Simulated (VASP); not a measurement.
# NbTe (Pm-3m) in VASP: settings compared

NbTe is run at these levels: PBEsol-based global hybrid, PBE; tasks: single point, relaxation of cell and atoms.

Program: VASP 6.6.1. These are calculated values, not measurements. Logs are shortened: lines on timing, memory, paths and dates and some standing lists are left out, and cuts for length are marked.

### 1 The cell of the first run

Symmetry: Pm-3m, No. 221, cubic system. The conventional cell has a = 3.368 Å, b = 3.368 Å, c = 3.368 Å, α = 90.00°, β = 90.00°, γ = 90.00°. Nb (site symmetry m-3m) has 8 Te at 2.92 Å and 6 Nb at 3.37 Å within 3.8 Å. Within 3.8 Å of Te (site symmetry m-3m) lie 8 Nb at 2.92 Å and 6 Te at 3.37 Å.

### 2 Single point, PBEsol-based global hybrid

POSCAR

```
NbTe
1.0
    3.3677056244      0.0000000000      0.0000000000
    0.0000000000      3.3677056244      0.0000000000
    0.0000000000      0.0000000000      3.3677056244
Nb Te
1 1
Direct
    0.5000000000      0.5000000000      0.5000000000
    0.0000000000      0.0000000000      0.0000000000
```

INCAR.step1

```
SYSTEM = NbTe
  PREC = Accurate
  ENCUT = 520
  EDIFF = 1E-5
  ISMEAR = -1
  SIGMA = 0.05
  LREAL = .False.
  LASPH = .True.
  NELM = 60
  ALGO = Normal
  ISIF = 2
  LWAVE = .True.
  LCHARG = .False.
  NBANDS = 16
  GGA = PE
```

INCAR.step2

```
SYSTEM = NbTe
  PREC = Accurate
  ENCUT = 520
  EDIFF = 1E-7
  ISMEAR = -1
  SIGMA = 0.05
  LREAL = .False.
  LASPH = .True.
  NELM = 60
  ALGO = Normal
  ISIF = 2
  LWAVE = .False.
  LCHARG = .False.
  GGA = PS
  LHFCALC = .True.
  AEXX = 0.25
  PRECFOCK = Normal
  NBANDS = 16
  ISTART = 1
```

KPOINTS

```
Automatic mesh
0
Gamma
  4 4 4
  0 0 0
```

Potentials or basis: VASP PAW PBE potentials, release 64 (Nb_sv, Te).

On the command line:

```bash
cat potpaw_PBE.64/Nb_sv/POTCAR potpaw_PBE.64/Te/POTCAR > POTCAR
cp INCAR.step1 INCAR
mpirun -np 1 vasp_std > vasp.out
cp INCAR.step2 INCAR
mpirun -np 1 vasp_std > vasp.out
```

OUTCAR:

```text
SYSTEM = NbTe
   PREC = Accurate
   ENCUT = 520
   EDIFF = 1E-7
   ISMEAR = -1
   LREAL = .False.
   LASPH = .True.
   NELM = 60
   ISIF = 2
   GGA = PS
   LHFCALC = .True.
   AEXX = 0.25
   PRECFOCK = Normal
   ISTART = 1

 ion  position               nearest neighbor table
   1  0.500  0.500  0.500-   2 2.92   2 2.92   2 2.92   2 2.92   2 2.92   2 2.92   2 2.92   2 2.92

   2  0.000  0.000  0.000-   1 2.92   1 2.92   1 2.92   1 2.92   1 2.92   1 2.92   1 2.92   1 2.92

  LATTYP: Found a simple cubic cell.
 ALAT       =     3.3677056244

  Lattice vectors:

 A1 = (   3.3677056244,   0.0000000000,   0.0000000000)
 A2 = (   0.0000000000,   3.3677056244,   0.0000000000)
 A3 = (   0.0000000000,   0.0000000000,   3.3677056244)

Analysis of symmetry for initial positions (statically):
=====================================================================
 Subroutine PRICEL returns:
 Original cell was already a primitive cell.

 Routine SETGRP: Setting up the symmetry group for a
 simple cubic supercell.

 Subroutine GETGRP returns: Found 48 space group operations
 (whereof 48 operations were pure point group operations)
 out of a pool of 48 trial point group operations.

The static configuration has the point symmetry O_h .

Analysis of symmetry for dynamics (positions and initial velocities):
=====================================================================
 Subroutine PRICEL returns:
 Original cell was already a primitive cell.

 Routine SETGRP: Setting up the symmetry group for a
 simple cubic supercell.

 Subroutine GETGRP returns: Found 48 space group operations
 (whereof 48 operations were pure point group operations)
 out of a pool of 48 trial point group operations.

The dynamic configuration has the point symmetry O_h .

 Subroutine INISYM returns: Found 48 space group operations
 (whereof 48 operations are pure point group operations),
 and found     1 'primitive' translations

----------------------------------------------------------------------------------------

                                     Primitive cell

  volume of cell :      38.1946

  direct lattice vectors                    reciprocal lattice vectors
     3.367705624  0.000000000  0.000000000     0.296938067  0.000000000  0.000000000
     0.000000000  3.367705624  0.000000000     0.000000000  0.296938067  0.000000000
     0.000000000  0.000000000  3.367705624     0.000000000  0.000000000  0.296938067

  length of vectors
     3.367705624  3.367705624  3.367705624     0.296938067  0.296938067  0.296938067

  position of ions in fractional coordinates (direct lattice)
     0.500000000  0.500000000  0.500000000
     0.000000000  0.000000000  0.000000000

  ion indices of the primitive-cell ions
   primitive index   ion index
                 1           1
                 2           2

----------------------------------------------------------------------------------------

 KPOINTS: Automatic mesh

Automatic generation of k-mesh.
 Grid dimensions read from file:
 generate k-points for:    4    4    4

 Generating k-lattice:

  Cartesian coordinates                     Fractional coordinates (reciprocal lattice)
     0.074234517  0.000000000  0.000000000     0.250000000  0.000000000  0.000000000
     0.000000000  0.074234517  0.000000000     0.000000000  0.250000000  0.000000000
     0.000000000  0.000000000  0.074234517     0.000000000  0.000000000  0.250000000

  Length of vectors
     0.074234517  0.074234517  0.074234517

  Shift w.r.t. Gamma in fractional coordinates (k-lattice)
     0.000000000  0.000000000  0.000000000

 Subroutine IBZKPT returns following result:
 ===========================================

 Found     10 irreducible k-points:

 Following reciprocal coordinates:
            Coordinates               Weight
  0.000000  0.000000  0.000000      1.000000
  0.250000  0.000000  0.000000      6.000000
  0.500000  0.000000  0.000000      3.000000
  0.250000  0.250000  0.000000     12.000000
  0.500000  0.250000  0.000000     12.000000
  0.500000  0.500000  0.000000      3.000000
  0.250000  0.250000  0.250000      8.000000
  0.500000  0.250000  0.250000     12.000000
  0.500000  0.500000  0.250000      6.000000
  0.500000  0.500000  0.500000      1.000000
   k-points           NKPTS =     10   k-points in BZ     NKDIM =     64   number of bands    NBANDS=     16
   number of dos      NEDOS =    301   number of ions     NIONS =      2
   total plane-waves  NPLWV =  21952
   dimension x,y,z NGX =    28 NGY =   28 NGZ =   28
   dimension x,y,z NGXF=    56 NGYF=   56 NGZF=   56
   ions per type =               1   1
   NGX,Y,Z   is equivalent  to a cutoff of  13.82, 13.82, 13.82 a.u.
   NGXF,Y,Z  is equivalent  to a cutoff of  27.64, 27.64, 27.64 a.u.
 SYSTEM =  NbTe
   PREC   = accura    normal or accurate (medium, high low for compatibility)
   ISTART =      1    job   : 0-new  1-cont  2-samecut
   ICHARG =      0    charge: 1-file 2-atom 10-const
   ISPIN  =      1    spin polarized calculation?
   LNONCOLLINEAR =      F non collinear calculations
   LSORBIT =      F    spin-orbit coupling
   LASPH  =      T    aspherical Exc in radial PAW
   ENCUT  =  520.0 eV  38.22 Ry    6.18 a.u.   6.26  6.26  6.26*2*pi/ulx,y,z
   NELM   =     60;   NELMIN=  2; NELMDL=  0     # of ELM steps
   EDIFF  = 0.1E-06   stopping-criterion for ELM
   LREAL  =      F    real-space projection
   EDIFFG = 0.1E-05   stopping-criterion for IOM
   NSW    =      0    number of steps for IOM
   IBRION =     -1    ionic relax: 0-MD 1-quasi-New 2-CG
   NFREE  =      0    steps in history (QN), initial steepest desc. (CG)
   ISIF   =      2    stress and relaxation
   ISYM   =      3    0-nonsym 1-usesym 2-fastsym
   POTIM  = 0.5000    time-step for ionic-motion
   TEBEG  =    0.0;   TEEND  =   0.0 temperature during run
   PSTRESS=    0.0 pullay stress
   NELECT =      19.0000    total number of electrons
   NUPDOWN=      -1.0000    fix difference up-down
   EMIN   =  10.00;   EMAX   =-10.00  energy-range for DOS
   EFERMI =   0.00;   METHOD = LEGACY
   ISMEAR =    -1;   SIGMA  =   0.05  broadening in eV -4-tet -1-fermi 0-gaus
   EFERMI_NEDOS =   21; number of points for ismear=-14 and -15
   IALGO  =     38    algorithm
   IMIX   =      1    mixing-type and parameters
     AMIX     =   0.40;   BMIX     =  1.00
     AMIX_MAG =   1.60;   BMIX_MAG =  1.00
  volume/ion in A,a.u.               =      19.10       128.88
  Fermi-wavevector in a.u.,A,eV,Ry     =   1.297155  2.451268 22.893317  1.682611
  Thomas-Fermi vector in A             =   2.428566
   LORBIT       =      0    0 simple, 1 ext, 2 COOP (PROOUT), +10 PAW based schemes
   GGA     = PS    functional components
   LHFCALC =     T    Hartree Fock is set to
   PRECFOCK=normal    Normal, Fast or Accurate (Low or Medium for compatibility)
   ENCUT4O =  -1.0   cutoff for four orbital integrals eV
   NKREDX  =     1    reduce k-point grid by
   NKREDY  =     1    reduce k-point grid by
   NKREDZ  =     1    reduce k-point grid by
   AEXX    =    0.2500 exact exchange contribution
   HFSCREEN=    0.0000 screening length (either q_TF or 0.3 A-1)
   HFSCREENC=   0.0000 screening length for correlation (either q_TF or 0.3 A-1)
   ENCUTFOCK=  -1.0 apply spherical cutoff to Coloumb kernel
   IVDW    =     0    specifies the selected vdW correction
   LEPSILON=     F    determine dielectric tensor
   LRPA    =     F    only Hartree local field effects (RPA)
 non-spin polarized calculation
  energy-cutoff  :      520.00
  volume of cell :       38.19
 maximum number of plane-waves:      1064
 NGX is ok and might be reduce to    28
  NGX = 20; NGY = 20; NGZ = 20

 number of electron      18.9999999 magnetization

 Free energy of the ion-electron system (eV)
  ---------------------------------------------------
  ext. energy  EPLUGINS =         0.00000000
  ---------------------------------------------------
  free energy    TOTEN  =       -18.80413305 eV

  energy without entropy =      -18.79204229  energy(sigma->0) =      -18.79808767

 E-fermi :  13.3804     XC(G=0):  -9.5624

 val. band max:       12.3228264586   @ k =   0.2500   0.0000   0.0000
 cond. band min:      13.4404311340   @ k =   0.2500   0.2500   0.0000
 fundamental gap:      1.1176046753
 Fermi energy:        13.3804173580

 k-point     1 :       0.0000    0.0000    0.0000
  band No.  band energies     occupation
      1     -46.8680      2.00000
      2     -21.4750      2.00000
      3     -21.4750      2.00000
      4     -21.4750      2.00000
      5      -4.1085      2.00000
      6       8.8031      2.00000
[... 8 lines left out ...]
     15      22.2362      0.00000
     16      22.2362      0.00000

 k-point     2 :       0.2500    0.0000    0.0000
  band No.  band energies     occupation
      1     -46.8586      2.00000
      2     -21.6231      2.00000
      3     -21.4557      2.00000
      4     -21.4557      2.00000
      5      -3.2561      2.00000
      6       5.7355      2.00000
[... 8 lines left out ...]
     15      19.6346      0.00000
     16      24.7169      0.00000

 k-point     3 :       0.5000    0.0000    0.0000
  band No.  band energies     occupation
      1     -46.8492      2.00000
      2     -21.7697      2.00000
      3     -21.4378      2.00000
      4     -21.4378      2.00000
      5      -1.9487      2.00000
      6       2.9699      2.00000
[... 8 lines left out ...]
     15      19.2058      0.00000
     16      21.1602      0.00000

 k-point     4 :       0.2500    0.2500    0.0000
  band No.  band energies     occupation
      1     -46.8490      2.00000
      2     -21.6059      2.00000
      3     -21.5995      2.00000
      4     -21.4413      2.00000
      5      -2.5938      2.00000
      6       5.9208      2.00000
[... 8 lines left out ...]
     15      21.9968      0.00000
     16      23.9068      0.00000
[... 58 lines left out ...]
 k-point     8 :       0.5000    0.2500    0.2500
  band No.  band energies     occupation
      1     -46.8299      2.00000
      2     -21.7247      2.00000
      3     -21.5699      2.00000
      4     -21.5585      2.00000
      5      -1.1988      2.00000
      6       4.5877      2.00000
[... 8 lines left out ...]
     15      20.3521      0.00000
     16      21.4551      0.00000

 k-point     9 :       0.5000    0.5000    0.2500
  band No.  band energies     occupation
      1     -46.8204      2.00000
      2     -21.7015      2.00000
      3     -21.7015      2.00000
      4     -21.5474      2.00000
      5      -0.5511      2.00000
      6       5.1145      2.00000
[... 8 lines left out ...]
     15      20.9942      0.00000
     16      20.9942      0.00000

 k-point    10 :       0.5000    0.5000    0.5000
  band No.  band energies     occupation
      1     -46.8113      2.00000
      2     -21.6786      2.00000
      3     -21.6786      2.00000
      4     -21.6786      2.00000
      5       0.8868      2.00000
      6       4.6176      2.00000
[... 8 lines left out ...]
     15      19.1492      0.00000
     16      19.1492      0.00000

------------------------ aborting loop because EDIFF is reached ----------------------------------------

  FORCE on cell =-STRESS in cart. coord.  units (eV):
  Direction    XX          YY          ZZ          XY          YZ          ZX
  --------------------------------------------------------------------------------------
  -------------------------------------------------------------------------------------
  Total       -0.4517571     -0.4517571     -0.4517571     -0.0000000      0.0000000     -0.0000000
  in kB      -18.9501740    -18.9501740    -18.9501740     -0.0000000      0.0000000     -0.0000000
  external PRESSURE =     -18.9501740 kB  Pullay stress =       0.0000000 kB

 VOLUME and BASIS-vectors are now :
 -----------------------------------------------------------------------------
  energy-cutoff  :      520.00
  volume of cell :       38.19
      direct lattice vectors                 reciprocal lattice vectors
     3.367705624  0.000000000  0.000000000     0.296938067  0.000000000  0.000000000
     0.000000000  3.367705624  0.000000000     0.000000000  0.296938067  0.000000000
     0.000000000  0.000000000  3.367705624     0.000000000  0.000000000  0.296938067

 POSITION                                       TOTAL-FORCE (eV/Angst)
 -----------------------------------------------------------------------------------
      1.68385      1.68385      1.68385         0.000000      0.000000      0.000000
      0.00000      0.00000      0.00000         0.000000      0.000000      0.000000
 -----------------------------------------------------------------------------------
    total drift:                               -0.000000     -0.000000     -0.000000

  FREE ENERGIE OF THE ION-ELECTRON SYSTEM (eV)
  ---------------------------------------------------
  free  energy   TOTEN  =       -18.8041330525 eV

  energy  without entropy=      -18.7920422861  energy(sigma->0) =      -18.79808767
```

It took 9.6 min on 1 thread of AMD EPYC 7R13 (Zen 3), shared host; peak memory 0.15 GiB.

Results:

| Item | Value |
| --- | --- |
| Free energy | -18.8041 eV |
| Pressure | -1.9 GPa |

Caveat: the k points lie up to 0.47 Å⁻¹ apart; the PAW data sets were made with another functional, which shifts forces and pressure a little; spin-orbit coupling is left out, which moves the levels of the heavy elements.

### 3 Relaxation of cell and atoms, PBEsol-based global hybrid

This run uses another cell than the first one, of 20.10 Å³/atom, 1.053 times its volume.

POSCAR

```
NbTe
1.0
    3.4257000000      0.0000000000      0.0000000000
    0.0000000000      3.4257000000      0.0000000000
    0.0000000000      0.0000000000      3.4257000000
Nb Te
1 1
Direct
    0.5000000000      0.5000000000      0.5000000000
    0.0000000000      0.0000000000      0.0000000000
```

INCAR.step1

```
PREC = Accurate
ENCUT = 600
EDIFF = 1E-5
ISMEAR = -1
SIGMA = 0.05
LREAL = False
LASPH = True
NELM = 80
ALGO = Normal
LWAVE = True
LCHARG = False
GGA = PE
NBANDS = 16
```

INCAR.step2

```
PREC = Accurate
ENCUT = 600
EDIFF = 1E-7
ISMEAR = -1
SIGMA = 0.05
LREAL = False
LASPH = True
NELM = 80
ALGO = Normal
ISIF = 3
LWAVE = False
LCHARG = False
GGA = PS
LHFCALC = True
AEXX = 0.25
PRECFOCK = Normal
IBRION = 2
NSW = 60
EDIFFG = -0.01
ISTART = 1
```

KPOINTS

```
regular mesh
0
Gamma
  4 4 4
```

Potentials or basis: VASP PAW PBE potentials, release 64 (Nb_sv, Te).

On the command line:

```bash
cat potpaw_PBE.64/Nb_sv/POTCAR potpaw_PBE.64/Te/POTCAR > POTCAR
cp INCAR.step1 INCAR
mpirun -np 1 vasp_std > vasp.out
cp INCAR.step2 INCAR
mpirun -np 1 vasp_std > vasp.out
```

It took 67 min on 1 thread of AMD EPYC 7R13 (Zen 3), shared host; peak memory 0.16 GiB.

Results (log left out):

- Free energy: -18.8071 eV
- Relaxed volume: 18.89 Å³/atom
- Relaxed cell: a = 3.355 Å, b = 3.355 Å, c = 3.355 Å, α = 90.00°, β = 90.00°, γ = 90.00°
- Space group after relaxing (to 0.05 Å): Pm-3m (No. 221)
- Energy gained by relaxing: 31.0 meV/atom
- Ionic steps: 4
- Pressure after relaxing: -0.1 GPa

The path:
| step | energy change (eV) | largest force (eV/Å) | pressure (GPa) | volume (Å³) |
| --- | --- | --- | --- | --- |
| 1 | 0.0000 | 0.0000 | -7.92 | 40.20 |
| 2 | 0.0889 | 0.0000 | 17.08 | 34.69 |
| 3 | -0.0618 | 0.0000 | -0.52 | 37.88 |
| 4 | -0.0620 | 0.0000 | -0.08 | 37.77 |

Final structure:
```xyz
2
Lattice="3.3552 0.0000 0.0000 0.0000 3.3552 0.0000 0.0000 0.0000 3.3552" Properties=species:S:1:pos:R:3 pbc="T T T"
Nb    1.6776    1.6776    1.6776
Te    0.0000    0.0000    0.0000
```

Levels at points of the mesh, in eV from the Fermi level:
| k point | band 7 | band 8 | band 9 | band 10 | band 11 | band 12 |
| --- | --- | --- | --- | --- | --- | --- |
| (0.00, 0.00, 0.00) | -4.63 | -2.56 | -2.56 | -2.56 | 1.27 | 1.27 |
| (0.50, 0.00, 0.00) | -4.51 | -4.51 | -3.75 | 1.53 | 2.56 | 4.51 |
| (0.50, 0.50, 0.00) | -7.70 | -4.49 | -1.28 | -1.28 | 0.41 | 1.63 |
| (0.50, 0.50, 0.50) | -8.84 | -8.84 | 1.92 | 1.92 | 1.92 | 2.93 |

Caveat: the k points lie up to 0.47 Å⁻¹ apart in the final cell; the PAW data sets were made with another functional, which shifts forces and pressure a little; spin-orbit coupling is left out, which moves the levels of the heavy elements.

### 4 Single point, PBE

This run uses another cell than the first one, of 20.10 Å³/atom, 1.053 times its volume.

INCAR

```
PREC = Accurate ; ENCUT = 520
EDIFF = 1E-6 ; ISMEAR = 0
SIGMA = 0.013000000000000001 ; LREAL = False
LASPH = True ; NELM = 60
ALGO = Normal ; ISIF = 2
LWAVE = False ; LCHARG = True
GGA = PE ; LELF = True
LVHAR = True ; NBANDS = 16
```

KPOINTS

```
regular mesh
0
Gamma
  8 8 8
```

POSCAR is that of step 3.

On the command line:

```bash
cat potpaw_PBE.64/Nb_sv/POTCAR potpaw_PBE.64/Te/POTCAR > POTCAR
mpirun -np 1 vasp_std > vasp.out
```

It took 33 s on 1 thread of Intel Xeon 8259CL, shared host; peak memory 0.17 GiB.

It converged, with:

| Item | Value |
| --- | --- |
| Free energy | -13.4872 eV |
| Pressure | -0.3 GPa |

Levels at points of the mesh, in eV from the Fermi level:
```tsv
k point	band 7	band 8	band 9	band 10	band 11	band 12
(0.00, 0.00, 0.00)	-2.65	-1.20	-1.20	-1.20	1.07	1.07
(0.50, 0.00, 0.00)	-2.79	-2.79	-1.90	1.22	2.28	4.52
(0.50, 0.50, 0.00)	-5.53	-2.60	-0.35	-0.35	0.62	1.22
(0.50, 0.50, 0.50)	-6.42	-6.42	2.06	2.06	2.06	2.61
```

Caveat: spin-orbit coupling is left out, which moves the levels of the heavy elements.

### 5 Overview

| task | level | cell | k mesh | cutoff (eV) | smearing | grid for exact exchange (PRECFOCK) | share of exact exchange | gap on the mesh (eV) | pressure (GPa) |
| --- | --- | --- | --- | --- | --- | --- | --- | --- | --- |
| single point | PBEsol-based global hybrid | a = 3.368 Å, 2 atoms | 4 × 4 × 4 | 520 | fermi-dirac 0.05 eV | Normal | 0.25 | none | -1.9 |
| relaxation of cell and atoms | PBEsol-based global hybrid | relaxed from a = 3.426 Å, 2 atoms | 4 × 4 × 4 | 600 | fermi-dirac 0.05 eV | Normal | 0.25 | none | -0.1 |
| single point | PBE | a = 3.426 Å, 2 atoms | 8 × 8 × 8 | 520 | gaussian 0.013 eV | - | - | none | -0.3 |

Alike in all rows: potentials or basis VASP PAW PBE potentials, release 64 (Nb_sv, Te); no spin polarisation.

Caveats: some runs use coarse meshes; spin-orbit coupling is left out, which moves the levels of the heavy elements; the PAW data sets were made with another functional, which shifts forces and pressure a little (some runs).

Absolute energies hang on the potentials; compare differences alone.
